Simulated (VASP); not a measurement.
Co:

```
CELL_PARAMETERS angstrom
2.50307 0.00000 0.00000
-1.25154 2.16772 0.00000
0.00000 0.00000 8.19467
ATOMIC_POSITIONS crystal
Co 0.66667 0.33333 0.75000
Co 0.00000 0.00000 0.50000
Co 0.33333 0.66667 0.25000
Co 0.00000 0.00000 0.00000
```

Base run:

| Quantity | Value |
| --- | --- |
| Program | VASP 6.6.1 |
| Functional | PBEsol |
| Dispersion | D4 |
| Potentials or basis | VASP PAW PBE potentials, release 64 (Co_sv) |
| Cutoff | 690 eV |
| k mesh | 12 × 12 × 4 |
| Occupations | fermi-dirac, width 0.05 eV |
| Spin | collinear spin, ferromagnetic start |
| Starting moments | [2.0, 2.0, 2.0, 2.0] μB |

Its results: pressure -17.7 GPa; net moment 6.72 μB per cell; site moments Co +1.75, +1.73 (each value once) μB.

Question: The run is repeated on the same cell with these changes: functional from PBEsol to PBE. What comes out?

Answer: Pressure -10.5 GPa; net moment 6.73 μB per cell; site moments Co +1.76, +1.74 (each value once) μB.

PBE binds less tightly than PBEsol, so the same cell stands under more pressure.

Caveats: the cell stands under tension; the PAW data sets were made with another functional, which shifts forces and pressure a little (at least some runs).
